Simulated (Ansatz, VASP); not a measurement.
**One calculation of Se, two programs**

INCAR

```
SYSTEM = Se
  ALGO = Normal
  EDIFF = 1E-6
  ENCUT = 520
  GGA = PE
  ISIF = 2
  ISMEAR = 0
  LASPH = .TRUE.
  LCHARG = .FALSE.
  LREAL = .FALSE.
  LWAVE = .FALSE.
  NBANDS = 20
  NELM = 80
  PREC = Accurate
  SIGMA = 0.1
```

The input KPOINTS:

```
k-points
0
G
  6 6 6
  0 0 0
```

File POSCAR:

```
Se
1.0
    1.5745788783      0.9090835392     14.2736278029
   -1.5745788783      0.9090835392     14.2736278029
    0.0000000000     -1.8181670785     14.2736278029
Se
4
Direct
    0.0500000000      0.0500000000      0.0500000000
    0.9500000000      0.9500000000      0.9500000000
    0.2830000000      0.2830000000      0.2830000000
    0.7170000000      0.7170000000      0.7170000000
```

Input for Ansatz:

```yaml
crystal:
  lattice:
    - [1.5745788783, 0.9090835392, 14.2736278029]
    - [-1.5745788783, 0.9090835392, 14.2736278029]
    - [0.0, -1.8181670785, 14.2736278029]
  atoms:
    - { symbol: Se, position: [0.05, 0.05, 0.05] }
    - { symbol: Se, position: [0.95, 0.95, 0.95] }
    - { symbol: Se, position: [0.283, 0.283, 0.283] }
    - { symbol: Se, position: [0.717, 0.717, 0.717] }
basis:
  ecutwfc: 420
kpoints:
  mp_grid: { grid: [6, 6, 6] }
hamiltonian:
  xc: pbe
scf:
  occupations: { method: gaussian, width: 0.1 }
  lower_state_search: "off"
output:
  forces: true
  stress: true
  eigenvalues: true
```

Alike in both runs: task single point; functional PBE; k mesh 6 × 6 × 6; occupations gaussian, width 0.1 eV; no spin polarisation.

|  | VASP | Ansatz |
| --- | --- | --- |
| version | VASP 6.6.1 | Ansatz 0.2.0 |
| potentials or method | VASP PAW PBE potentials, release 64 (Se), cutoff 520 eV | scalar-relativistic, plane waves, PAW |
| valence electrons in the cell | 24 | 64 |

```tsv
	VASP	Ansatz	Ansatz less VASP
gap on the k mesh at the Fermi level (eV)	none	none	-
rms of the force components (eV/Å)	0.340	0.333	-0.0072
```

Atom by atom the forces differ by 0.007 eV/Å (rms over components). A gap of «none» marks a metal or a gap that the smearing closes. The functional is the same, so the differences come from potentials, cutoffs and numerics. VASP's potentials hold 24 valence electrons a cell and Ansatz's 64, so a difference there can come from the potentials and not from the codes.

The k mesh is coarse, so the values compare programs but aren't converged.
